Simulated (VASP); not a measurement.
# BaSr2O2 (P-3m1) in VASP: notebook, part 3 of 3

VASP 6.6.1.

## Step 4: Relaxation of cell and atoms, PBE

This run uses another cell than the first one, of 26.26 Å³/atom.

INCAR reads:

```
SYSTEM = BaSr2O2
ALGO = Normal
EDIFF = 1E-6
EDIFFG = -0.04
ENCUT = 600
GGA = PE
IBRION = 2
ISIF = 3
ISMEAR = 0
LASPH = .TRUE.
LCHARG = .FALSE.
LREAL = .FALSE.
LWAVE = .FALSE.
NELM = 80
NSW = 90
PREC = Accurate
SIGMA = 0.1
```

KPOINTS reads:

```
k-points
0
G
  6 6 2
  0 0 0
```

POSCAR reads:

```
BaSr2O2
1.0
    4.4695030239      0.0000000000      0.0000000000
   -2.2347515119      3.8707031610      0.0000000000
    0.0000000000      0.0000000000      7.5883405605
Ba Sr O
1 2 2
Direct
    0.0000000000      0.0000000000      0.0000000000
    0.3333333333      0.6666666667      0.6200000000
    0.6666666667      0.3333333333      0.3800000000
    0.3333333333      0.6666666667      0.2600000000
    0.6666666667      0.3333333333      0.7400000000
```

Potentials or basis: VASP PAW PBE potentials, release 64 (Ba_sv, Sr_sv, O).

Run with:

```console
> cat potpaw_PBE.64/Ba_sv/POTCAR potpaw_PBE.64/Sr_sv/POTCAR potpaw_PBE.64/O/POTCAR > POTCAR
> mpirun -np 1 vasp_std > vasp.out
```

OUTCAR:

```text
SYSTEM = BaSr2O2
   EDIFF = 1E-6
   EDIFFG = -0.04
   ENCUT = 600
   GGA = PE
   IBRION = 2
   ISIF = 3
   ISMEAR = 0
   LASPH = .TRUE.
   LREAL = .FALSE.
   NELM = 80
   NSW = 90
   PREC = Accurate

 ion  position               nearest neighbor table
   1  0.000  0.000  0.000-   4 3.25   5 3.25   4 3.25   5 3.25   5 3.25   4 3.25   2 3.87   3 3.87
                             2 3.87   3 3.87   2 3.87   3 3.87
   2  0.333  0.667  0.620-   4 2.73   5 2.74   5 2.74   5 2.74   3 3.16   3 3.16   3 3.16   1 3.87
                             1 3.87   1 3.87
   3  0.667  0.333  0.380-   5 2.73   4 2.74   4 2.74   4 2.74   2 3.16   2 3.16   2 3.16   1 3.87
                             1 3.87   1 3.87
   4  0.333  0.667  0.260-   2 2.73   3 2.74   3 2.74   3 2.74   1 3.25   1 3.25   1 3.25
   5  0.667  0.333  0.740-   3 2.73   2 2.74   2 2.74   2 2.74   1 3.25   1 3.25   1 3.25

  LATTYP: Found a hexagonal cell.
 ALAT       =     4.4695030239
 C/A-ratio  =     1.6978041003

  Lattice vectors:

 A1 = (   4.4695030239,   0.0000000000,   0.0000000000)
 A2 = (  -2.2347515119,   3.8707031610,   0.0000000000)
 A3 = (   0.0000000000,   0.0000000000,   7.5883405605)

Analysis of symmetry for initial positions (statically):
=====================================================================
 Subroutine PRICEL returns:
 Original cell was already a primitive cell.

 Routine SETGRP: Setting up the symmetry group for a
 hexagonal supercell.

 Subroutine GETGRP returns: Found 12 space group operations
 (whereof 12 operations were pure point group operations)
 out of a pool of 24 trial point group operations.

The static configuration has the point symmetry D_3d.

Analysis of symmetry for dynamics (positions and initial velocities):
=====================================================================
 Subroutine PRICEL returns:
 Original cell was already a primitive cell.

 Routine SETGRP: Setting up the symmetry group for a
 hexagonal supercell.

 Subroutine GETGRP returns: Found 12 space group operations
 (whereof 12 operations were pure point group operations)
 out of a pool of 24 trial point group operations.
[... 137 lines left out ...]

 number of electron      42.0000004 magnetization

 Free energy of the ion-electron system (eV)
  ---------------------------------------------------
  ext. energy  EPLUGINS =         0.00000000
  ---------------------------------------------------
  free energy    TOTEN  =       -22.48548753 eV

  energy without entropy =      -22.45522565  energy(sigma->0) =      -22.47035659

------------------------ aborting loop because EDIFF is reached ----------------------------------------

  FORCE on cell =-STRESS in cart. coord.  units (eV):
  Direction    XX          YY          ZZ          XY          YZ          ZX
  --------------------------------------------------------------------------------------
  -------------------------------------------------------------------------------------
  Total       -4.1935704     -4.1935704     -2.4799241     -0.0000000      0.0000000     -0.0000000
  in kB      -51.1798029    -51.1798029    -30.2658630     -0.0000000      0.0000000     -0.0000000
  external PRESSURE =     -44.2084896 kB  Pullay stress =       0.0000000 kB
[... 98 lines left out ...]
  FREE ENERGIE OF THE ION-ELECTRON SYSTEM (eV)
  ---------------------------------------------------
  free  energy   TOTEN  =       -22.9375872832 eV

  energy  without entropy=      -22.9129343344  energy(sigma->0) =      -22.92526081

[... ionic steps 4 to 32 ...]

--------------------------------------- Ionic step       33  -------------------------------------------

 number of electron      42.0000001 magnetization

------------------------ aborting loop because EDIFF is reached ----------------------------------------
[... 34 lines left out ...]
--------------------------------------- Ionic step       34  -------------------------------------------

 number of electron      41.9999997 magnetization

 E-fermi :   3.6552     XC(G=0):  -9.0211

 val. band max:        3.6437318219   @ k =   0.3333   0.0000   0.5000
 cond. band min:       3.7032926995   @ k =   0.0000   0.0000   0.5000
 fundamental gap:      0.0595608776
 Fermi energy:         3.6551696436

 k-point     1 :       0.0000    0.0000    0.0000
  band No.  band energies     occupation
      1     -32.2382      2.00000
      2     -32.2299      2.00000
      3     -24.9794      2.00000
      4     -15.2786      2.00000
      5     -15.1207      2.00000
      6     -14.0930      2.00000
[... 419 lines left out ...]
--------------------------------------- Ionic step       35  -------------------------------------------

 number of electron      41.9999994 magnetization

 Free energy of the ion-electron system (eV)
  ---------------------------------------------------
  ext. energy  EPLUGINS =         0.00000000
  ---------------------------------------------------
  free energy    TOTEN  =       -25.02674685 eV

  energy without entropy =      -25.00184437  energy(sigma->0) =      -25.01429561

 E-fermi :   3.6232     XC(G=0):  -8.9916

 val. band max:        3.5953648675   @ k =   0.3333   0.0000   0.5000
 cond. band min:       3.6288393309   @ k =   0.0000   0.0000   0.5000
 fundamental gap:      0.0334744634
 Fermi energy:         3.6231859840

 k-point     1 :       0.0000    0.0000    0.0000
  band No.  band energies     occupation
      1     -32.2852      2.00000
      2     -32.2783      2.00000
      3     -25.0140      2.00000
      4     -15.3231      2.00000
      5     -15.1663      2.00000
      6     -14.1386      2.00000
[... 413 lines left out ...]
  FREE ENERGIE OF THE ION-ELECTRON SYSTEM (eV)
  ---------------------------------------------------
  free  energy   TOTEN  =       -25.0267468545 eV

  energy  without entropy=      -25.0018443733  energy(sigma->0) =      -25.01429561

 reached required accuracy - stopping structural energy minimisation
```

CONTCAR:

```text
BaSr2O2
   1.00000000000000
     3.8533731249630554   -0.0000000000085165   -0.0000000000000001
    -1.9266865624457965    3.3371190164888618   -0.0000000000000000
     0.0000000000000000    0.0000000000000001    9.7913935305588264
  Ba              Sr              O
     1     2     2
Direct
     0.0000000000000000    0.0000000000000000    0.0000000000000000
     0.3333333332999970    0.6666666667000030    0.6878324967377129
     0.6666666667000030    0.3333333332999970    0.3121675032622872
     0.3333333332999970    0.6666666667000030    0.1825204008647593
     0.6666666667000030    0.3333333332999970    0.8174795991352405

  0.00000000E+00  0.00000000E+00  0.00000000E+00
  0.00000000E+00  0.00000000E+00  0.00000000E+00
  0.00000000E+00  0.00000000E+00  0.00000000E+00
  0.00000000E+00  0.00000000E+00  0.00000000E+00
  0.00000000E+00  0.00000000E+00  0.00000000E+00
```

Wall time 11 min (1 thread of Intel Xeon 6975P-C (Granite Rapids), shared host); peak memory 0.35 GiB.

What came out:

```yaml
Free_energy: -25.0267 eV
Relaxed_volume: 25.18 Å³/atom
Relaxed_cell: a = 3.853 Å, b = 3.853 Å, c = 9.791 Å, α = 90.00°, β = 90.00°, γ = 120.00°
Space_group_after_relaxing_to_0.1_Å: P-3m1 (No. 164)
Energy_gained_by_relaxing: 508.3 meV/atom
Ionic_steps: 35
Pressure_after_relaxing: -0.2 GPa
Largest_force_after_relaxing: 0.025 eV/Å
Band_gap_on_the_k_mesh: zero (bands 21 and 22 overlap by 0.52 eV)
```

Forces on the atoms (eV/Å):
```
Ba   0.000  0.000  0.000
Sr   0.000  0.000  0.003
Sr   0.000  0.000 -0.003
O    0.000  0.000 -0.025
O    0.000  0.000  0.025
```

The path:
| step | energy change (eV) | largest force (eV/Å) | pressure (GPa) | volume (Å³) |
| --- | --- | --- | --- | --- |
| 1 | 0.0000 | 1.0673 | -4.42 | 131.28 |
| 2 | -0.3883 | 0.9672 | -1.27 | 117.98 |
| 3 | -0.4521 | 0.8856 | 1.46 | 111.42 |
| 4 | -0.5973 | 0.6168 | 1.63 | 111.79 |
| 5 | -0.8933 | 0.2174 | 4.25 | 112.54 |
| 6 | 0.0372 | 2.2870 | 14.71 | 112.54 |
| 7 | -0.9020 | 0.5584 | 5.70 | 112.67 |
| 8 | -0.9793 | 0.6002 | 5.28 | 114.53 |
| 9 | -1.1702 | 0.7742 | 4.24 | 120.14 |
| 10 | -1.2797 | 1.1461 | 2.75 | 131.39 |
| 11 | -1.3898 | 0.9308 | 1.35 | 134.28 |
| 12 | -1.5088 | 0.5069 | -1.59 | 141.63 |
| 13 | -1.5949 | 0.5324 | -1.39 | 140.53 |
| 14 | -1.7677 | 0.6791 | -0.82 | 137.07 |
| 15 | -1.6922 | 0.9345 | -0.55 | 129.57 |
| 16 | -1.8234 | 0.7289 | -0.67 | 134.87 |
| 17 | -1.8290 | 0.7160 | -0.61 | 133.86 |
| 18 | -1.9235 | 0.6793 | -0.31 | 130.46 |
| 19 | -2.1564 | 0.7010 | 1.33 | 120.62 |
| 20 | -1.4212 | 1.1654 | 14.50 | 102.45 |
| 21 | -2.1659 | 0.6913 | 2.29 | 118.23 |
| 22 | -2.1733 | 0.7542 | 4.08 | 113.90 |
| 23 | -2.1814 | 0.6849 | 3.30 | 115.64 |
| 24 | -2.2517 | 0.7545 | 2.81 | 116.22 |
| 25 | -2.3752 | 0.7491 | 2.38 | 117.94 |
| 26 | -2.1678 | 1.3419 | 3.13 | 121.39 |
| 27 | -2.3916 | 0.7236 | 2.36 | 118.54 |
| 28 | -2.3941 | 0.7168 | 2.42 | 118.91 |
| 29 | -2.4590 | 0.6129 | 0.74 | 122.46 |
| 30 | -2.4827 | 0.5215 | -0.80 | 126.34 |
| 31 | -2.5060 | 0.3878 | -0.48 | 125.76 |
| 32 | -2.5285 | 0.0416 | 0.53 | 124.11 |
| 33 | -2.5293 | 0.0774 | 0.36 | 124.36 |
| 34 | -2.5378 | 0.0395 | 0.10 | 125.10 |
| 35 | -2.5413 | 0.0247 | -0.15 | 125.91 |

Final structure:
```cif
data_structure
_symmetry_space_group_name_H-M 'P 1'
_symmetry_Int_Tables_number 1
_cell_length_a 3.8534
_cell_length_b 3.8534
_cell_length_c 9.7914
_cell_angle_alpha 90.000
_cell_angle_beta 90.000
_cell_angle_gamma 120.000
_cell_volume 125.91
loop_
_atom_site_label
_atom_site_type_symbol
_atom_site_fract_x
_atom_site_fract_y
_atom_site_fract_z
_atom_site_occupancy
Ba1 Ba 0.00000 0.00000 0.00000 1
Sr1 Sr 0.33333 0.66667 0.68783 1
Sr2 Sr 0.66667 0.33333 0.31217 1
O1 O 0.33333 0.66667 0.18252 1
O2 O 0.66667 0.33333 0.81748 1
```

Levels at points of the mesh, in eV from the Fermi level:
| k point | band 19 | band 20 | band 21 | band 22 | band 23 | band 24 |
| --- | --- | --- | --- | --- | --- | --- |
| (0.00, 0.00, 0.00) | -3.68 | -3.68 | -2.09 | 0.99 | 1.00 | 1.89 |
| (0.50, 0.00, 0.00) | -3.52 | -3.36 | -0.47 | 0.10 | 0.76 | 1.91 |
| (0.00, 0.00, 0.50) | -3.68 | -3.68 | -1.69 | 0.01 | 1.11 | 2.51 |
| (0.50, 0.00, 0.50) | -3.51 | -3.38 | -0.39 | 0.10 | 0.78 | 1.47 |

Caveat: the k points lie up to 0.32 Å⁻¹ apart in the final cell, too coarse for converged energies and pressures of a metal; a cell axis changed by over 15 % at a fixed basis, so the end point is rough; spin-orbit coupling is left out, which moves the levels of the heavy elements.

## Step 5: Single point, PBE

This run uses another cell than the first one, of 32.12 Å³/atom.

INCAR reads:

```
PREC = Accurate
ENCUT = 520
EDIFF = 1E-6
ISMEAR = 0
SIGMA = 0.1
LREAL = F
LASPH = T
NELM = 60
ALGO = Normal
ISIF = 2
LWAVE = F
LCHARG = F
GGA = PE
NBANDS = 29
```

KPOINTS reads:

```
regular mesh
0
Gamma
  12 12 4
```

POSCAR reads:

```
BaSr2O2
1.0
    4.2114384960      0.0000000000      0.0000000000
   -2.1057192480      3.6472127240      0.0000000000
    0.0000000000      0.0000000000     10.4551715772
Ba Sr O
1 2 2
Direct
    0.0000000000      0.0000000000      0.0000000000
    0.3333333333      0.6666666667      0.6241644155
    0.6666666667      0.3333333333      0.3758355845
    0.3333333333      0.6666666667      0.3877639823
    0.6666666667      0.3333333333      0.6122360177
```

Run with:

```console
> cat potpaw_PBE.64/Ba_sv/POTCAR potpaw_PBE.64/Sr_sv/POTCAR potpaw_PBE.64/O/POTCAR > POTCAR
> mpirun -np 1 vasp_std > vasp.out
```

It took 2.1 min on 1 thread of Intel Xeon 6975P-C (Granite Rapids), shared host; peak memory 0.48 GiB.

It converged, with:

```yaml
Free_energy: -24.4775 eV
Pressure: 0.3 GPa
Largest_force: 0.049 eV/Å
Band_gap_on_the_k_mesh: zero (bands 21 and 22 overlap by 0.62 eV)
```

Forces on the atoms (eV/Å):
```
Ba   0.000  0.000  0.000
Sr   0.000  0.000  0.049
Sr   0.000  0.000 -0.049
O    0.000  0.000 -0.023
O    0.000  0.000  0.023
```

Stress tensor (GPa, compression positive):
```
0.32 0.00 0.00
0.00 0.32 0.00
0.00 0.00 0.19
```

Levels at points of the mesh, in eV from the Fermi level:
| k point | band 17 | band 18 | band 19 | band 20 | band 21 | band 22 | band 23 | band 24 | band 25 | band 26 |
| --- | --- | --- | --- | --- | --- | --- | --- | --- | --- | --- |
| (0.00, 0.00, 0.00) | -2.59 | -2.59 | -2.55 | -2.36 | -2.10 | 0.14 | 0.86 | 1.72 | 1.72 | 2.73 |
| (0.50, 0.00, 0.00) | -2.30 | -2.30 | -1.99 | -1.80 | -0.80 | 0.08 | 1.17 | 1.33 | 2.57 | 2.65 |
| (0.00, 0.00, 0.50) | -2.60 | -2.59 | -2.59 | -2.31 | -1.67 | 0.03 | 0.62 | 1.72 | 1.72 | 2.72 |
| (0.50, 0.00, 0.50) | -2.32 | -2.26 | -1.99 | -1.80 | -0.75 | -0.12 | 1.30 | 1.55 | 2.35 | 2.50 |

Caveat: spin-orbit coupling is left out, which moves the levels of the heavy elements.

## Step 6: The runs side by side

```csv
task,cell,k mesh,cutoff (eV),gap on the mesh (eV),pressure (GPa),largest force (eV/Å)
single point,"a = 4.220, b = 4.220, c = 10.238 Å, angles 90.0, 90.0, 120.0°, 5 atoms, atomic positions A",6 × 6 × 2,520,none,0.3,0.05
single point,"a = 4.470, b = 4.470, c = 7.588 Å, angles 90.0, 90.0, 120.0°, 5 atoms, atomic positions B",6 × 6 × 4,520,none,-4.4,1.07
relaxation of cell and atoms,"relaxed from a = 4.470, b = 4.470, c = 7.588 Å, angles 90.0, 90.0, 120.0°, 5 atoms, atomic positions B",6 × 6 × 2,600,none,-0.2,0.02
single point,"a = 4.211, b = 4.211, c = 10.455 Å, angles 90.0, 90.0, 120.0°, 5 atoms, atomic positions C",12 × 12 × 4,520,none,0.3,0.05
```

Alike in all rows: level PBE; potentials or basis VASP PAW PBE potentials, release 64 (Ba_sv, Sr_sv, O); no spin polarisation; smearing gaussian 0.1 eV.

Caveats: some runs use coarse meshes; spin-orbit coupling is left out, which moves the levels of the heavy elements; the cell stands under tension (at least some runs); forces of over 1 eV/Å act on the atoms, so gaps and moduli don't describe the material at rest (at least some runs); a cell axis changed by over 15 % at a fixed basis, so the end point is rough (at least some runs).

Absolute energies hang on the potentials; compare differences alone.

The gap in the log of VASP goes by the Fermi energy; the results here count the filled bands.